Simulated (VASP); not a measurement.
# SnTe in VASP: notebook

Runs on SnTe. Level: PBEsol. Tasks: single point.

All numbers are computed with VASP 6.6.1; they aren't measurements. Logs are shortened: lines on timing, memory, paths and dates and some standing lists are left out, and cuts for length are marked.

### 1 The cell of the first run

It takes space group Fm-3m (No. 225, cubic). Conventional cell: a = 6.371 Å, b = 6.371 Å, c = 6.371 Å, α = 90.00°, β = 90.00°, γ = 90.00°. Within 4.2 Å of Sn (site symmetry m-3m) lie 6 Te at 3.19 Å. Within 4.2 Å of Te (site symmetry m-3m) lie 6 Sn at 3.19 Å.

### 2 Single point, PBEsol (volume scaled by 1.040)

The input, INCAR:

```
SYSTEM = SnTe
  ALGO = Normal
  EDIFF = 1E-6
  ENCUT = 520
  GGA = PS
  ISIF = 2
  ISMEAR = 0
  LASPH = .TRUE.
  LCHARG = .FALSE.
  LREAL = .FALSE.
  LWAVE = .FALSE.
  NBANDS = 17
  NELM = 80
  PREC = Accurate
  SIGMA = 0.05
```

The input, KPOINTS:

```
k-points
0
G
  8 8 8
  0 0 0
```

The input, POSCAR:

```
SnTe
1.0
    0.0000000000      3.1854635459      3.1854635459
    3.1854635459      0.0000000000      3.1854635459
    3.1854635459      3.1854635459      0.0000000000
Sn Te
1 1
Direct
    0.5000000000      0.5000000000      0.5000000000
    0.0000000000      0.0000000000      0.0000000000
```

Potentials or basis: VASP PAW PBE potentials, release 64 (Sn_d, Te).

On the command line:

```bash
$ cat potpaw_PBE.64/Sn_d/POTCAR potpaw_PBE.64/Te/POTCAR > POTCAR
$ mpirun -np 1 vasp_std > vasp.out
```

OUTCAR:

```text
SYSTEM = SnTe
   EDIFF = 1E-6
   ENCUT = 520
   GGA = PS
   ISIF = 2
   ISMEAR = 0
   LASPH = .TRUE.
   LREAL = .FALSE.
   NELM = 80
   PREC = Accurate

 ion  position               nearest neighbor table
   1  0.500  0.500  0.500-   2 3.19   2 3.19   2 3.19   2 3.19   2 3.19   2 3.19
   2  0.000  0.000  0.000-   1 3.19   1 3.19   1 3.19   1 3.19   1 3.19   1 3.19

  LATTYP: Found a face centered cubic cell.
 ALAT       =     6.3709270918

  Lattice vectors:

 A1 = (   0.0000000000,   3.1854635459,   3.1854635459)
 A2 = (   3.1854635459,   0.0000000000,   3.1854635459)
 A3 = (   3.1854635459,   3.1854635459,   0.0000000000)

Analysis of symmetry for initial positions (statically):
=====================================================================
 Subroutine PRICEL returns:
 Original cell was already a primitive cell.

 Routine SETGRP: Setting up the symmetry group for a
 face centered cubic supercell.

 Subroutine GETGRP returns: Found 48 space group operations
 (whereof 48 operations were pure point group operations)
 out of a pool of 48 trial point group operations.

The static configuration has the point symmetry O_h .

Analysis of symmetry for dynamics (positions and initial velocities):
=====================================================================
 Subroutine PRICEL returns:
 Original cell was already a primitive cell.

 Routine SETGRP: Setting up the symmetry group for a
 face centered cubic supercell.

 Subroutine GETGRP returns: Found 48 space group operations
 (whereof 48 operations were pure point group operations)
 out of a pool of 48 trial point group operations.

The dynamic configuration has the point symmetry O_h .

 Subroutine INISYM returns: Found 48 space group operations
 (whereof 48 operations are pure point group operations),
 and found     1 'primitive' translations

----------------------------------------------------------------------------------------

                                     Primitive cell

  volume of cell :      64.6469

  direct lattice vectors                    reciprocal lattice vectors
     0.000000000  3.185463546  3.185463546    -0.156963027  0.156963027  0.156963027
     3.185463546  0.000000000  3.185463546     0.156963027 -0.156963027  0.156963027
     3.185463546  3.185463546  0.000000000     0.156963027  0.156963027 -0.156963027

  length of vectors
     4.504925749  4.504925749  4.504925749     0.271867937  0.271867937  0.271867937

[... 67 lines left out ...]
   ions per type =               1   1
   NGX,Y,Z   is equivalent  to a cutoff of  13.29, 13.29, 13.29 a.u.
   NGXF,Y,Z  is equivalent  to a cutoff of  26.57, 26.57, 26.57 a.u.
 SYSTEM =  SnTe
   PREC   = accura    normal or accurate (medium, high low for compatibility)
   ISTART =      0    job   : 0-new  1-cont  2-samecut
   ICHARG =      2    charge: 1-file 2-atom 10-const
   ISPIN  =      1    spin polarized calculation?
   LNONCOLLINEAR =      F non collinear calculations
   LSORBIT =      F    spin-orbit coupling
   LASPH  =      T    aspherical Exc in radial PAW
   ENCUT  =  520.0 eV  38.22 Ry    6.18 a.u.   8.38  8.38  8.38*2*pi/ulx,y,z
   NELM   =     80;   NELMIN=  2; NELMDL= -5     # of ELM steps
   EDIFF  = 0.1E-05   stopping-criterion for ELM
   LREAL  =      F    real-space projection
[... 7 lines left out ...]
   TEBEG  =    0.0;   TEEND  =   0.0 temperature during run
   PSTRESS=    0.0 pullay stress
   NELECT =      20.0000    total number of electrons
   NUPDOWN=      -1.0000    fix difference up-down
   EMIN   =  10.00;   EMAX   =-10.00  energy-range for DOS
   EFERMI =   0.00;   METHOD = LEGACY
   ISMEAR =     0;   SIGMA  =   0.05  broadening in eV -4-tet -1-fermi 0-gaus
   EFERMI_NEDOS =   21; number of points for ismear=-14 and -15
   IALGO  =     38    algorithm
   IMIX   =      4    mixing-type and parameters
     AMIX     =   0.40;   BMIX     =  1.00
     AMIX_MAG =   1.60;   BMIX_MAG =  1.00
  volume/ion in A,a.u.               =      32.32       218.13
  Fermi-wavevector in a.u.,A,eV,Ry     =   1.107224  2.092350 16.679997  1.225945
  Thomas-Fermi vector in A             =   2.243735
   LORBIT       =      0    0 simple, 1 ext, 2 COOP (PROOUT), +10 PAW based schemes
   GGA     = PS    functional components
   LHFCALC =     F    Hartree Fock is set to
   AEXX    =    0.0000 exact exchange contribution
   IVDW    =     0    specifies the selected vdW correction
   LEPSILON=     F    determine dielectric tensor
   LRPA    =     F    only Hartree local field effects (RPA)
 non-spin polarized calculation
 Gauss-broadening in eV      SIGMA  =   0.05
  energy-cutoff  :      520.00
  volume of cell :       64.65
 maximum number of plane-waves:      1807
 NGX is ok and might be reduce to    36
   NGX = 17   NGY = 17   NGZ = 17

 number of electron      20.0000002 magnetization

 Free energy of the ion-electron system (eV)
  ---------------------------------------------------
  ext. energy  EPLUGINS =         0.00000000
  ---------------------------------------------------
  free energy    TOTEN  =        -8.32494971 eV

  energy without entropy =       -8.32459884  energy(sigma->0) =       -8.32477427

 E-fermi :   6.3929     XC(G=0):  -9.5091

 val. band max:        6.3690098614   @ k =   0.5000   0.0000   0.0000
 cond. band min:       6.4167712508   @ k =   0.5000   0.0000   0.0000
 fundamental gap:      0.0477613894
 Fermi energy:         6.3928905559

 k-point     1 :       0.0000    0.0000    0.0000
  band No.  band energies     occupation
      1     -15.3740      2.00000
      2     -15.3740      2.00000
      3     -15.3689      2.00000
      4     -15.3689      2.00000
      5     -15.3689      2.00000
      6      -6.1810      2.00000
[... 457 lines left out ...]
      4     -15.3643      2.00000
      5     -15.3615      2.00000
      6      -4.8092      2.00000
[... 9 lines left out ...]
     16      15.7156      0.00000
     17      15.7725      0.00000

 [... further k-points ...]
[... 5 lines left out ...]
  --------------------------------------------------------------------------------------
  -------------------------------------------------------------------------------------
  Total       -0.6902755     -0.6902755     -0.6902755      0.0000000      0.0000000     -0.0000000
  in kB      -17.1074438    -17.1074438    -17.1074438      0.0000000      0.0000000     -0.0000000
  external PRESSURE =     -17.1074438 kB  Pullay stress =       0.0000000 kB

 VOLUME and BASIS-vectors are now :
 -----------------------------------------------------------------------------
  energy-cutoff  :      520.00
  volume of cell :       64.65
      direct lattice vectors                 reciprocal lattice vectors
     0.000000000  3.185463546  3.185463546    -0.156963027  0.156963027  0.156963027
     3.185463546  0.000000000  3.185463546     0.156963027 -0.156963027  0.156963027
     3.185463546  3.185463546  0.000000000     0.156963027  0.156963027 -0.156963027

 POSITION                                       TOTAL-FORCE (eV/Angst)
 -----------------------------------------------------------------------------------
      3.18546      3.18546      3.18546        -0.000000      0.000000     -0.000000
      0.00000      0.00000      0.00000         0.000000      0.000000      0.000000
 -----------------------------------------------------------------------------------
    total drift:                                0.000000      0.000000      0.000000

  FREE ENERGIE OF THE ION-ELECTRON SYSTEM (eV)
  ---------------------------------------------------
  free  energy   TOTEN  =        -8.3249497050 eV

  energy  without entropy=       -8.3245988352  energy(sigma->0) =       -8.32477427
```

OSZICAR:

```text
N       E                     dE             d eps       ncg     rms          rms(c)
DAV:   1     0.120927807834E+03    0.12093E+03   -0.95245E+03   988   0.137E+03
DAV:   2     0.291606838653E+01   -0.11801E+03   -0.11540E+03  1026   0.329E+02
DAV:   3    -0.807982028222E+01   -0.10996E+02   -0.10910E+02  1227   0.882E+01
DAV:   4    -0.838145081215E+01   -0.30163E+00   -0.30130E+00  1164   0.150E+01
DAV:   5    -0.839127299024E+01   -0.98222E-02   -0.98216E-02  1427   0.277E+00    0.442E+00
DAV:   6    -0.832739635179E+01    0.63877E-01   -0.14136E-01  1300   0.278E+00    0.279E+00
DAV:   7    -0.832534285251E+01    0.20535E-02   -0.49779E-02  1225   0.125E+00    0.780E-01
DAV:   8    -0.832491117379E+01    0.43168E-03   -0.68550E-03  1236   0.682E-01    0.162E-01
DAV:   9    -0.832496815669E+01   -0.56983E-04   -0.65006E-04  1352   0.212E-01    0.307E-02
DAV:  10    -0.832495015124E+01    0.18005E-04   -0.76056E-05  1295   0.740E-02    0.220E-02
DAV:  11    -0.832494978394E+01    0.36729E-06   -0.33828E-05  1332   0.473E-02    0.286E-02
DAV:  12    -0.832494970504E+01    0.78897E-07   -0.21658E-06   965   0.100E-02
   1 F= -.83249497E+01 E0= -.83247743E+01  d E =-.350870E-03
```

stdout:

```text
POSCAR found type information on POSCAR SnTe
 POSCAR found :  2 types and       2 ions
 scaLAPACK will be used
 -----------------------------------------------------------------------------
|                                                                             |
|                                                                             |
|     You enforced a specific xc type in the INCAR file but a different       |
|     I HOPE YOU KNOW WHAT YOU ARE DOING!                                     |
|                                                                             |
 -----------------------------------------------------------------------------

 LDA part: xc-table for (Slater+PW92), standard interpolation
 POSCAR, INCAR and KPOINTS ok, starting setup
 FFT: planning ... GRIDC
 FFT: planning ... GRID_SOFT
 FFT: planning ... GRID
 WAVECAR not read
 entering main loop
```

Run time: 20 s. Hardware: 1 thread of Intel Xeon 6975P-C (Granite Rapids), shared host; peak memory 0.21 GiB.

Results:

| Quantity | Value |
| --- | --- |
| Free energy | -8.3249 eV |
| Pressure | -1.7 GPa |
| Band gap on the k mesh | 0.05 eV, direct |

Caveat: the cell differs from its parent crystal (volume scaled by 1.040); the PAW data sets were made with another functional, which shifts forces and pressure a little; spin-orbit coupling is left out, which moves the levels of the heavy elements.

### 3 Single point, PBEsol

This run uses another cell than the first one, of 31.08 Å³/atom, 0.961 times its volume.

The input, INCAR:

```
PREC     = Accurate       # precision mode
ENCUT    = 520            # plane-wave cutoff, eV
EDIFF    = 1E-6           # SCF threshold, eV
ISMEAR   = 0              # smearing method
SIGMA    = 0.05           # smearing width, eV
LREAL    = False          # projectors in reciprocal space
LASPH    = True           # aspherical terms in the spheres
NELM     = 60             # most SCF steps
ALGO     = Normal         # electronic algorithm
ISIF     = 2              # what is computed and relaxed
LWAVE    = False          # write WAVECAR
LCHARG   = False          # write CHGCAR
GGA      = PS             # functional
NBANDS   = 17             # bands
```

The input, KPOINTS:

```
regular mesh
0
Gamma
  8 8 8
```

The input, POSCAR:

```
SnTe
1.0
   -0.0314408921      3.1440892064      3.1440892064
    3.1440892064     -0.0314408921      3.1440892064
    3.1126483143      3.1126483143      0.0000000000
Sn Te
1 1
Direct
    0.5000000000      0.5000000000      0.5000000000
    0.0000000000      0.0000000000      0.0000000000
```

Potentials or basis: VASP PAW PBE potentials, release 64 (Sn_d, Te).

On the command line:

```bash
$ cat potpaw_PBE.64/Sn_d/POTCAR potpaw_PBE.64/Te/POTCAR > POTCAR
$ mpirun -np 1 vasp_std > vasp.out
```

It took 48 s on 1 thread of Intel Xeon 6975P-C (Granite Rapids), shared host; peak memory 0.26 GiB.

It converged, with:

```yaml
Free_energy: -8.3368 eV
Pressure: 0.0 GPa
Band_gap_on_the_k_mesh: 0.06 eV, indirect (least direct gap 0.16 eV)
```

Stress tensor (GPa, compression positive):
```
0.00 0.30 0.00
0.30 0.00 0.00
0.00 0.00 0.00
```

Levels at points of the mesh, in eV from the valence-band top:
```tsv
k point	band 6	band 7	band 8	band 9	band 10	band 11	band 12	band 13	band 14	band 15
(0.00, 0.00, 0.00)	-12.86	-4.68	-2.23	-2.14	-2.04	3.33	3.36	3.39	4.59	4.72
(0.50, 0.00, 0.00)	-11.57	-8.41	-1.79	-1.74	0.00	0.18	0.37	0.43	7.67	8.52
(0.50, 0.50, 0.00)	-11.24	-6.49	-5.64	-3.87	-3.66	2.09	4.92	5.00	6.42	9.07
(0.00, 0.00, 0.50)	-11.53	-8.35	-1.86	-1.81	-0.11	0.06	0.27	0.34	7.75	8.69
(0.50, 0.00, 0.50)	-11.24	-6.49	-5.64	-3.77	-3.77	2.08	4.94	4.96	6.42	9.05
```

Caveat: the PAW data sets were made with another functional, which shifts forces and pressure a little; spin-orbit coupling is left out, which moves the levels of the heavy elements. A k mesh can miss the band edges.
